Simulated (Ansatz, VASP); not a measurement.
## H in VASP and in Ansatz

```
H
1.0
     3.85276   -3.75469   -0.17160
     3.72093    3.62286    0.01900
    -3.88086    0.18334    4.68208
H
8
Direct
  0.47218 0.40885 0.88549
  0.10525 0.64796 0.37292
  0.00696 0.99573 0.90038
  0.66717 0.25581 0.41595
  0.95650 0.04442 0.13068
  0.88601 0.28235 0.64612
  0.60413 0.60493 0.13095
  0.30180 0.75997 0.51752
```

Change from the starting cell: all atoms moved at random (sigma 0.3 Å a component), cell strained at random (sigma 0.03).

Alike in both runs: task single point; functional PBE; k mesh 6 × 6 × 6; occupations gaussian, width 0.05 eV; no spin polarisation.

|  | VASP | Ansatz |
| --- | --- | --- |
| version | VASP 6.6.1 | Ansatz 0.2.0 |
| potentials or method | VASP PAW PBE potentials, release 64 (H), cutoff 520 eV | scalar-relativistic, plane waves, PAW |
| valence electrons in the cell | 8 | 8 |

```tsv
	VASP	Ansatz	Ansatz less VASP
gap on the k mesh at the Fermi level (eV)	3.78	3.78	0.000
least direct gap on the mesh (eV)	4.22	4.22	0.000
pressure (GPa)	-8.7	-8.6	+0.09
traceless stress, the component that is largest in VASP (GPa)	-8.56	-8.55	+0.002
rms of the force components (eV/Å)	2.443	2.443	-0.0001
```

Atom by atom the forces differ by 0.001 eV/Å (rms over components).
